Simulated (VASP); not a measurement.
# BeS (zincblende type) (F-43m) in VASP: a series of runs

BeS (zincblende type) is run at these levels: r2SCAN; tasks: single point.

All numbers are computed with VASP 6.6.1; they aren't measurements. Logs are shortened: lines on timing, memory, paths and dates and some standing lists are left out, and cuts for length are marked.

### Step 1. The cell of the first run

Symmetry: F-43m, No. 216, cubic system. The conventional cell has a = 3.731 Å, b = 3.731 Å, c = 3.731 Å, α = 90.00°, β = 90.00°, γ = 90.00°. Within 2.2 Å of Be (site symmetry -43m) lie 4 S at 1.62 Å. S (site symmetry -43m) has 4 Be at 1.62 Å within 2.2 Å.

### Step 2. Single point, r2SCAN (volume scaled by 0.45)

Input file POSCAR:

```
BeS
1.0
    0.0000000000      1.8653816663      1.8653816663
    1.8653816663      0.0000000000      1.8653816663
    1.8653816663      1.8653816663      0.0000000000
Be S
1 1
Direct
    0.0000000000      0.0000000000      0.0000000000
    0.2500000000      0.2500000000      0.2500000000
```

Input file INCAR.step1:

```
PREC = Accurate ; ENCUT = 520
ISMEAR = -1 ; SIGMA = 0.05
LREAL = False ; LASPH = True
NELM = 80 ; NBANDS = 11
GGA = PE ; ALGO = Normal
EDIFF = 1E-4 ; LWAVE = True
LCHARG = False
```

Input file INCAR.step2:

```
PREC = Accurate ; ENCUT = 520
EDIFF = 1E-6 ; ISMEAR = -1
SIGMA = 0.05 ; LREAL = False
LASPH = True ; NELM = 80
ALGO = Normal ; ISIF = 2
LWAVE = False ; LCHARG = False
METAGGA = R2SCAN ; LMIXTAU = True
NBANDS = 11 ; ISTART = 1
```

Input file KPOINTS:

```
Automatic mesh
0
Gamma
  15 15 15
```

Potentials or basis: VASP PAW PBE potentials, release 64 (Be, S).

Started as:

```
cat potpaw_PBE.64/Be/POTCAR potpaw_PBE.64/S/POTCAR > POTCAR
cp INCAR.step1 INCAR
mpirun -np 1 vasp_std > vasp.out
cp INCAR.step2 INCAR
mpirun -np 1 vasp_std > vasp.out
```

OUTCAR:

```text
PREC = Accurate
   ENCUT = 520
   EDIFF = 1E-6
   ISMEAR = -1
   LREAL = False
   LASPH = True
   NELM = 80
   ISIF = 2
   METAGGA = R2SCAN
   ISTART = 1

 ion  position               nearest neighbor table
   1  0.000  0.000  0.000-   2 1.62   2 1.62   2 1.62   2 1.62
   2  0.250  0.250  0.250-   1 1.62   1 1.62   1 1.62   1 1.62

  LATTYP: Found a face centered cubic cell.
 ALAT       =     3.7307633326

  Lattice vectors:

 A1 = (   0.0000000000,   1.8653816663,   1.8653816663)
 A2 = (   1.8653816663,   0.0000000000,   1.8653816663)
 A3 = (   1.8653816663,   1.8653816663,   0.0000000000)

Analysis of symmetry for initial positions (statically):
=====================================================================
 Subroutine PRICEL returns:
 Original cell was already a primitive cell.

 Routine SETGRP: Setting up the symmetry group for a
 face centered cubic supercell.

 Subroutine GETGRP returns: Found 24 space group operations
 (whereof 24 operations were pure point group operations)
 out of a pool of 48 trial point group operations.

The static configuration has the point symmetry T_d .

Analysis of symmetry for dynamics (positions and initial velocities):
=====================================================================
 Subroutine PRICEL returns:
 Original cell was already a primitive cell.

 Routine SETGRP: Setting up the symmetry group for a
 face centered cubic supercell.

 Subroutine GETGRP returns: Found 24 space group operations
 (whereof 24 operations were pure point group operations)
 out of a pool of 48 trial point group operations.

The dynamic configuration has the point symmetry T_d .

 Subroutine INISYM returns: Found 24 space group operations
 (whereof 24 operations are pure point group operations),
 and found     1 'primitive' translations

----------------------------------------------------------------------------------------

                                     Primitive cell

  volume of cell :      12.9817

  direct lattice vectors                    reciprocal lattice vectors
     0.000000000  1.865381666  1.865381666    -0.268041661  0.268041661  0.268041661
     1.865381666  0.000000000  1.865381666     0.268041661 -0.268041661  0.268041661
     1.865381666  1.865381666  0.000000000     0.268041661  0.268041661 -0.268041661

  length of vectors
     2.638048051  2.638048051  2.638048051     0.464261775  0.464261775  0.464261775

  position of ions in fractional coordinates (direct lattice)
     0.000000000  0.000000000  0.000000000
     0.250000000  0.250000000  0.250000000

  ion indices of the primitive-cell ions
   primitive index   ion index
                 1           1
                 2           2

----------------------------------------------------------------------------------------

 KPOINTS: Automatic mesh

Automatic generation of k-mesh.
 Grid dimensions read from file:
 generate k-points for:   15   15   15

 Generating k-lattice:

  Cartesian coordinates                     Fractional coordinates (reciprocal lattice)
    -0.017869444  0.017869444  0.017869444     0.066666667  0.000000000  0.000000000
     0.017869444 -0.017869444  0.017869444     0.000000000  0.066666667  0.000000000
     0.017869444  0.017869444 -0.017869444     0.000000000  0.000000000  0.066666667

  Length of vectors
     0.030950785  0.030950785  0.030950785

  Shift w.r.t. Gamma in fractional coordinates (k-lattice)
     0.000000000  0.000000000  0.000000000

 Subroutine IBZKPT returns following result:
 ===========================================

 Found    120 irreducible k-points:

 Following reciprocal coordinates:
            Coordinates               Weight
  0.000000  0.000000  0.000000      1.000000
  0.066667  0.000000  0.000000      8.000000
  0.133333  0.000000  0.000000      8.000000
  0.200000  0.000000  0.000000      8.000000
  0.266667  0.000000  0.000000      8.000000
  0.333333  0.000000  0.000000      8.000000
[... 16 lines left out ...]
  0.133333  0.133333  0.000000      6.000000
  0.200000  0.133333  0.000000     24.000000
 [... further k-points ...]
   k-points           NKPTS =    120   k-points in BZ     NKDIM =    120   number of bands    NBANDS=     11
   number of dos      NEDOS =    301   number of ions     NIONS =      2
   total plane-waves  NPLWV =   8000
   dimension x,y,z NGX =    20 NGY =   20 NGZ =   20
   dimension x,y,z NGXF=    40 NGYF=   40 NGZF=   40
   ions per type =               1   1
   NGX,Y,Z   is equivalent  to a cutoff of  12.60, 12.60, 12.60 a.u.
   NGXF,Y,Z  is equivalent  to a cutoff of  25.21, 25.21, 25.21 a.u.
 SYSTEM =  unknown system
   PREC   = accura    normal or accurate (medium, high low for compatibility)
   ISTART =      1    job   : 0-new  1-cont  2-samecut
   ICHARG =      0    charge: 1-file 2-atom 10-const
   ISPIN  =      1    spin polarized calculation?
   LNONCOLLINEAR =      F non collinear calculations
   LSORBIT =      F    spin-orbit coupling
   LASPH  =      T    aspherical Exc in radial PAW
   ENCUT  =  520.0 eV  38.22 Ry    6.18 a.u.   4.91  4.91  4.91*2*pi/ulx,y,z
   NELM   =     80;   NELMIN=  2; NELMDL=  0     # of ELM steps
   EDIFF  = 0.1E-05   stopping-criterion for ELM
   LREAL  =      F    real-space projection
   EDIFFG = 0.1E-04   stopping-criterion for IOM
   NSW    =      0    number of steps for IOM
   IBRION =     -1    ionic relax: 0-MD 1-quasi-New 2-CG
   NFREE  =      0    steps in history (QN), initial steepest desc. (CG)
   ISIF   =      2    stress and relaxation
   ISYM   =      2    0-nonsym 1-usesym 2-fastsym
   POTIM  = 0.5000    time-step for ionic-motion
   TEBEG  =    0.0;   TEEND  =   0.0 temperature during run
   PSTRESS=    0.0 pullay stress
   NELECT =       8.0000    total number of electrons
   NUPDOWN=      -1.0000    fix difference up-down
   EMIN   =  10.00;   EMAX   =-10.00  energy-range for DOS
   EFERMI =   0.00;   METHOD = LEGACY
   ISMEAR =    -1;   SIGMA  =   0.05  broadening in eV -4-tet -1-fermi 0-gaus
   EFERMI_NEDOS =   21; number of points for ismear=-14 and -15
   IALGO  =     38    algorithm
   IMIX   =      4    mixing-type and parameters
     AMIX     =   0.40;   BMIX     =  1.00
     AMIX_MAG =   1.60;   BMIX_MAG =  1.00
  volume/ion in A,a.u.               =       6.49        43.80
  Fermi-wavevector in a.u.,A,eV,Ry     =   1.393137  2.632647 26.406600  1.940830
  Thomas-Fermi vector in A             =   2.516812
   LORBIT       =      0    0 simple, 1 ext, 2 COOP (PROOUT), +10 PAW based schemes
   METAGGA = R2SCAN    functional components
   LHFCALC =     F    Hartree Fock is set to
   AEXX    =    0.0000 exact exchange contribution
   IVDW    =     0    specifies the selected vdW correction
   LEPSILON=     F    determine dielectric tensor
   LRPA    =     F    only Hartree local field effects (RPA)
 non-spin polarized calculation
  energy-cutoff  :      520.00
  volume of cell :       12.98
 maximum number of plane-waves:       359
   NGX =  9   NGY =  9   NGZ =  9

 number of electron       8.0000000 magnetization

 Free energy of the ion-electron system (eV)
  ---------------------------------------------------
  ext. energy  EPLUGINS =         0.00000000
  ---------------------------------------------------
  free energy    TOTEN  =        -6.01912426 eV

  energy without entropy =       -6.01909669  energy(sigma->0) =       -6.01911048

 E-fermi :  16.5048     XC(G=0): -14.1174

 val. band max:       16.3147674333   @ k =   0.0000   0.0000   0.0000
 cond. band min:      16.7159828707   @ k =   0.4667   0.4667   0.0000
 fundamental gap:      0.4012154374
 Fermi energy:        16.5047752747

 k-point     1 :       0.0000    0.0000    0.0000
  band No.  band energies     occupation
      1      -6.5397      2.00000
      2      16.3148      1.95625
      3      16.3148      1.95624
      4      16.3148      1.95624
      5      20.5395      0.00000
      6      20.5395      0.00000
      7      20.5395      0.00000
      8      30.7368      0.00000
      9      30.7368      0.00000
     10      32.3512      0.00000
     11      37.9607      0.00000

 k-point     2 :       0.0667    0.0000    0.0000
  band No.  band energies     occupation
      1      -6.4257      2.00000
      2      15.1998      2.00000
      3      16.0362      1.99983
      4      16.0362      1.99983
      5      20.9275      0.00000
      6      20.9275      0.00000
      7      21.3275      0.00000
      8      30.2131      0.00000
      9      30.2131      0.00000
     10      32.6416      0.00000
     11      36.5928      0.00000

 k-point     3 :       0.1333    0.0000    0.0000
  band No.  band energies     occupation
      1      -6.0853      2.00000
      2      13.0173      2.00000
      3      15.4369      2.00000
      4      15.4369      2.00000
      5      21.7603      0.00000
      6      21.7603      0.00000
      7      22.5770      0.00000
      8      29.3053      0.00000
      9      29.3053      0.00000
     10      32.9556      0.00000
     11      36.1038      0.00000

 k-point     4 :       0.2000    0.0000    0.0000
  band No.  band energies     occupation
      1      -5.5234      2.00000
      2      10.6161      2.00000
      3      14.8079      2.00000
      4      14.8079      2.00000
      5      22.4275      0.00000
      6      22.4275      0.00000
      7      23.5835      0.00000
      8      28.9570      0.00000
      9      28.9570      0.00000
     10      32.4681      0.00000
     11      37.3670      0.00000
[... 239 lines left out ...]
 k-point    22 :      -0.0667    0.0667    0.0000
  band No.  band energies     occupation
      1      -6.2363      2.00000
      2      14.3138      2.00000
      3      14.7111      2.00000
      4      16.1839      1.99674
      5      20.8995      0.00000
      6      21.8469      0.00000
      7      22.3078      0.00000
      8      28.9677      0.00000
      9      30.0029      0.00000
     10      33.3033      0.00000
     11      36.5742      0.00000

 k-point    23 :       0.1333    0.1333    0.0000
  band No.  band energies     occupation
      1      -5.9336      2.00000
      2      13.8671      2.00000
      3      13.8671      2.00000
      4      14.8734      2.00000
      5      19.9950      0.00000
      6      23.8285      0.00000
      7      23.8285      0.00000
      8      26.0096      0.00000
      9      31.4450      0.00000
     10      34.6623      0.00000
     11      38.2809      0.00000

 k-point    24 :       0.2000    0.1333    0.0000
  band No.  band energies     occupation
      1      -5.5203      2.00000
      2      12.1943      2.00000
      3      13.1491      2.00000
      4      14.5349      2.00000
      5      20.1358      0.00000
      6      24.5457      0.00000
      7      24.9035      0.00000
      8      25.1540      0.00000
      9      31.5625      0.00000
     10      35.6242      0.00000
     11      38.0062      0.00000

 [... further k-points ...]

------------------------ aborting loop because EDIFF is reached ----------------------------------------

  FORCE on cell =-STRESS in cart. coord.  units (eV):
  Direction    XX          YY          ZZ          XY          YZ          ZX
  --------------------------------------------------------------------------------------
  -------------------------------------------------------------------------------------
  Total       26.5927803     26.5927803     26.5927803     -0.0000000      0.0000000     -0.0000000
  in kB     3282.0199730   3282.0199730   3282.0199730     -0.0000000      0.0000000     -0.0000000
  external PRESSURE =    3282.0199730 kB  Pullay stress =       0.0000000 kB

 VOLUME and BASIS-vectors are now :
 -----------------------------------------------------------------------------
  energy-cutoff  :      520.00
  volume of cell :       12.98
      direct lattice vectors                 reciprocal lattice vectors
     0.000000000  1.865381666  1.865381666    -0.268041661  0.268041661  0.268041661
     1.865381666  0.000000000  1.865381666     0.268041661 -0.268041661  0.268041661
     1.865381666  1.865381666  0.000000000     0.268041661  0.268041661 -0.268041661

 POSITION                                       TOTAL-FORCE (eV/Angst)
 -----------------------------------------------------------------------------------
      0.00000      0.00000      0.00000        -0.000000      0.000000     -0.000000
      0.93269      0.93269      0.93269         0.000000     -0.000000      0.000000
 -----------------------------------------------------------------------------------
    total drift:                               -0.000000     -0.000000     -0.000000

  FREE ENERGIE OF THE ION-ELECTRON SYSTEM (eV)
  ---------------------------------------------------
  free  energy   TOTEN  =        -6.0191242611 eV

  energy  without entropy=       -6.0190966946  energy(sigma->0) =       -6.01911048
```

It took 39 s on 1 thread of Intel Xeon Platinum 8488C (Sapphire Rapids), shared host; peak memory 0.13 GiB.

Results:

* Free energy: -6.0191 eV
* Pressure: 328.2 GPa
* Band gap on the k mesh: 0.40 eV, indirect (least direct gap 4.22 eV)

Levels at points of the mesh, in eV from the valence-band top:
| k point | band 1 | band 2 | band 3 | band 4 | band 5 | band 6 | band 7 | band 8 |
| --- | --- | --- | --- | --- | --- | --- | --- | --- |
| (0.00, 0.00, 0.00) | -22.85 | 0.00 | 0.00 | 0.00 | 4.22 | 4.22 | 4.22 | 14.42 |

Caveat: the PAW data sets were made with another functional, which shifts forces and pressure a little. A k mesh can miss the band edges.

### Step 3. Single point, r2SCAN (volume scaled by 0.52)

Input file POSCAR:

```
BeS
1.0
    0.0000000000      1.9574829170      1.9574829170
    1.9574829170      0.0000000000      1.9574829170
    1.9574829170      1.9574829170      0.0000000000
Be S
1 1
Direct
    0.0000000000      0.0000000000      0.0000000000
    0.2500000000      0.2500000000      0.2500000000
```

Input file INCAR.step1:

```
ALGO     = Normal         # electronic algorithm
EDIFF    = 1E-4           # SCF threshold, eV
ENCUT    = 520            # plane-wave cutoff, eV
GGA      = PE             # functional
ISMEAR   = -1             # smearing method
LASPH    = T              # aspherical terms in the spheres
LCHARG   = F              # write CHGCAR
LREAL    = F              # projectors in reciprocal space
LWAVE    = T              # write WAVECAR
NBANDS   = 11             # bands
NELM     = 60             # most SCF steps
PREC     = Accurate       # precision mode
SIGMA    = 0.05           # smearing width, eV
```

Input file INCAR.step2:

```
ALGO     = Normal         # electronic algorithm
EDIFF    = 1E-7           # SCF threshold, eV
ENCUT    = 520            # plane-wave cutoff, eV
ISIF     = 2              # what is computed and relaxed
ISMEAR   = -1             # smearing method
ISTART   = 1            
LASPH    = T              # aspherical terms in the spheres
LCHARG   = F              # write CHGCAR
LMIXTAU  = T            
LREAL    = F              # projectors in reciprocal space
LWAVE    = F              # write WAVECAR
METAGGA  = R2SCAN         # meta-GGA
NBANDS   = 11             # bands
NELM     = 60             # most SCF steps
PREC     = Accurate       # precision mode
SIGMA    = 0.05           # smearing width, eV
```

Input file KPOINTS:

```
k-points
0
Gamma
  15 15 15
```

Potentials or basis: VASP PAW PBE potentials, release 64 (Be, S).

Started as:

```
cat potpaw_PBE.64/Be/POTCAR potpaw_PBE.64/S/POTCAR > POTCAR
cp INCAR.step1 INCAR
mpirun -np 1 vasp_std > vasp.out
cp INCAR.step2 INCAR
mpirun -np 1 vasp_std > vasp.out
```

Wall time 48 s (1 thread of Intel Xeon Platinum 8488C (Sapphire Rapids), shared host); peak memory 0.15 GiB.

The run converged. Its results:

- Free energy: -9.3425 eV
- Pressure: 208.8 GPa
- Band gap on the k mesh: 1.16 eV, indirect (least direct gap 4.78 eV)

Levels at points of the mesh, in eV from the valence-band top:
```
           k point  band 1  band 2  band 3  band 4  band 5  band 6  band 7  band 8
(0.00, 0.00, 0.00)  -20.82    0.00    0.00    0.00    4.78    4.78    4.78   13.95
```

Caveat: the PAW data sets were made with another functional, which shifts forces and pressure a little. A k mesh can miss the band edges.

### Step 4. Single point, r2SCAN (volume scaled by 0.6)

Input file POSCAR:

```
BeS
1.0
    0.0000000000      2.0531181845      2.0531181845
    2.0531181845      0.0000000000      2.0531181845
    2.0531181845      2.0531181845      0.0000000000
Be S
1 1
Direct
    0.0000000000      0.0000000000      0.0000000000
    0.2500000000      0.2500000000      0.2500000000
```

Input file INCAR.step1:

```
PREC = Accurate ; ENCUT = 520
ISMEAR = -1 ; SIGMA = 0.05
LREAL = F ; LASPH = T
NELM = 80 ; NBANDS = 11
GGA = PE ; ALGO = Normal
EDIFF = 1E-4 ; LWAVE = T
LCHARG = F
```

Input file INCAR.step2:

```
PREC = Accurate ; ENCUT = 520
EDIFF = 1E-6 ; ISMEAR = -1
SIGMA = 0.05 ; LREAL = F
LASPH = T ; NELM = 80
ALGO = Normal ; ISIF = 2
LWAVE = F ; LCHARG = T
METAGGA = R2SCAN ; LMIXTAU = T
LELF = T ; LVHAR = T
NBANDS = 11 ; ISTART = 1
```

Input file KPOINTS:

```
regular mesh
0
Gamma
  15 15 15
```

Started as:

```
cat potpaw_PBE.64/Be/POTCAR potpaw_PBE.64/S/POTCAR > POTCAR
cp INCAR.step1 INCAR
mpirun -np 1 vasp_std > vasp.out
cp INCAR.step2 INCAR
mpirun -np 1 vasp_std > vasp.out
```

It took 44 s on 1 thread of Intel Xeon Platinum 8488C (Sapphire Rapids), shared host; peak memory 0.15 GiB.

It converged, with:

```
Free energy            : -11.7089 eV
Pressure               : 126.6 GPa
Band gap on the k mesh : 1.86 eV, indirect (least direct gap 5.29 eV)
```

Levels at points of the mesh, in eV from the valence-band top:
```tsv
k point	band 2	band 3	band 4	band 5	band 6	band 7
(0.00, 0.00, 0.00)	0.00	0.00	0.00	5.29	5.29	5.29
```

Caveat: the PAW data sets were made with another functional, which shifts forces and pressure a little. A k mesh can miss the band edges.

### Step 5. Single point, r2SCAN (volume scaled by 0.68)

Input file POSCAR:

```
BeS
1.0
    0.0000000000      2.1405884134      2.1405884134
    2.1405884134      0.0000000000      2.1405884134
    2.1405884134      2.1405884134      0.0000000000
Be S
1 1
Direct
    0.0000000000      0.0000000000      0.0000000000
    0.2500000000      0.2500000000      0.2500000000
```

Input file INCAR.step1:

```
SYSTEM = BeS
  PREC = Accurate
  ENCUT = 520
  ISMEAR = -1
  SIGMA = 0.05
  LREAL = .FALSE.
  LASPH = .TRUE.
  NELM = 100
  NBANDS = 11
  GGA = PE
  ALGO = Normal
  EDIFF = 1E-4
  LWAVE = .TRUE.
  LCHARG = .FALSE.
```

Input file INCAR.step2:

```
SYSTEM = BeS
  PREC = Accurate
  ENCUT = 520
  EDIFF = 1E-7
  ISMEAR = -1
  SIGMA = 0.05
  LREAL = .FALSE.
  LASPH = .TRUE.
  NELM = 100
  ALGO = Normal
  ISIF = 2
  LWAVE = .FALSE.
  LCHARG = .FALSE.
  METAGGA = R2SCAN
  LMIXTAU = .TRUE.
  NBANDS = 11
  ISTART = 1
```

Input file KPOINTS:

```
regular mesh
0
G
  15 15 15
  0 0 0
```

Started as:

```
cat potpaw_PBE.64/Be/POTCAR potpaw_PBE.64/S/POTCAR > POTCAR
cp INCAR.step1 INCAR
mpirun -np 1 vasp_std > vasp.out
cp INCAR.step2 INCAR
mpirun -np 1 vasp_std > vasp.out
```

It took 48 s on 1 thread of Intel Xeon Platinum 8488C (Sapphire Rapids), shared host; peak memory 0.15 GiB.

The run converged. Its results:

| Quantity | Value |
| --- | --- |
| Free energy | -13.1438 eV |
| Pressure | 76.4 GPa |
| Band gap on the k mesh | 2.42 eV, indirect (least direct gap 5.66 eV) |

Levels at points of the mesh, in eV from the valence-band top:
| k point | band 1 | band 2 | band 3 | band 4 | band 5 | band 6 | band 7 | band 8 | band 9 |
| --- | --- | --- | --- | --- | --- | --- | --- | --- | --- |
| (0.00, 0.00, 0.00) | -17.58 | 0.00 | 0.00 | 0.00 | 5.66 | 5.66 | 5.66 | 10.56 | 14.02 |

Caveat: the PAW data sets were made with another functional, which shifts forces and pressure a little.

[end of part 1 of 2]
